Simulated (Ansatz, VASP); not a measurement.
## SiC: VASP beside Ansatz

File POSCAR:

```
SiC
1.0
    0.0000000000      2.1740000000      2.1740000000
    2.1740000000      0.0000000000      2.1740000000
    2.1740000000      2.1740000000      0.0000000000
Si C
1 1
Direct
   -0.0203285068      0.0000000000      0.0000000000
    0.7500000000      0.7500000000      0.7500000000
```

File INCAR.step1:

```
SYSTEM = SiC
ALGO     = Normal         ! electronic algorithm
EDIFF    = 1E-4           ! SCF threshold, eV
ENCUT    = 520            ! plane-wave cutoff, eV
GGA      = PE             ! functional
ISMEAR   = 0              ! smearing method
LASPH    = .TRUE.         ! aspherical terms in the spheres
LCHARG   = .FALSE.        ! write CHGCAR
LREAL    = .FALSE.        ! projectors in reciprocal space
LWAVE    = .TRUE.         ! write WAVECAR
NBANDS   = 11             ! bands
NELM     = 60             ! most SCF steps
PREC     = Accurate       ! precision mode
SIGMA    = 0.05           ! smearing width, eV
```

Contents of INCAR.step2:

```
SYSTEM = SiC
ALGO     = Normal         ! electronic algorithm
EDIFF    = 1E-7           ! SCF threshold, eV
ENCUT    = 520            ! plane-wave cutoff, eV
ISIF     = 2              ! what is computed and relaxed
ISMEAR   = 0              ! smearing method
ISTART   = 1            
LASPH    = .TRUE.         ! aspherical terms in the spheres
LCHARG   = .FALSE.        ! write CHGCAR
LMIXTAU  = .TRUE.       
LREAL    = .FALSE.        ! projectors in reciprocal space
LWAVE    = .FALSE.        ! write WAVECAR
METAGGA  = R2SCAN         ! meta-GGA
NBANDS   = 11             ! bands
NELM     = 60             ! most SCF steps
PREC     = Accurate       ! precision mode
SIGMA    = 0.05           ! smearing width, eV
```

The input KPOINTS:

```
k-points
0
G
  12 12 12
  0 0 0
```

Input for Ansatz:

```yaml
crystal:
  lattice:
    - [0.0, 2.174, 2.174]
    - [2.174, 0.0, 2.174]
    - [2.174, 2.174, 0.0]
  atoms:
    - { symbol: Si, position: [-0.0203285068, 0.0, 0.0] }
    - { symbol: C, position: [0.75, 0.75, 0.75] }
basis:
  ecutwfc: 500
kpoints:
  mp_grid: { grid: [12, 12, 12] }
hamiltonian:
  xc: r2scan
scf:
  occupations: { method: gaussian, width: 0.05 }
output:
  forces: true
  stress: true
  eigenvalues: true
```

Change from the starting cell: all Si atoms moved +0.062 Å, as atom 1 towards its neighbour atom 1 (Si) at 3.075 Å.

Alike in both runs: task single point; functional r2SCAN; k mesh 12 × 12 × 12; occupations gaussian, width 0.05 eV; no spin polarisation.

|  | VASP | Ansatz |
| --- | --- | --- |
| version | VASP 6.6.1 | Ansatz 0.2.0 |
| potentials or method | VASP PAW PBE potentials, release 64 (Si, C), cutoff 520 eV | scalar-relativistic, plane waves, PAW |
| valence electrons in the cell | 8 | 8 |

Ansatz gave:

- gap on the k mesh at the Fermi level (eV): 1.39
- least direct gap on the mesh (eV): 4.93
- pressure (GPa): 1.8
- traceless stress, the component that is largest in VASP (GPa): 2.77
- rms of the force components (eV/Å): 0.728

Task: What did VASP give for the same quantities?

Result: gap on the k mesh at the Fermi level (eV): 1.41; least direct gap on the mesh (eV): 4.94; pressure (GPa): 1.6; traceless stress, the component that is largest in VASP (GPa): 2.75; rms of the force components (eV/Å): 0.726.

VASP's potentials were made for PBE, not for r2SCAN. Atom by atom the forces differ by 0.002 eV/Å (rms over components).
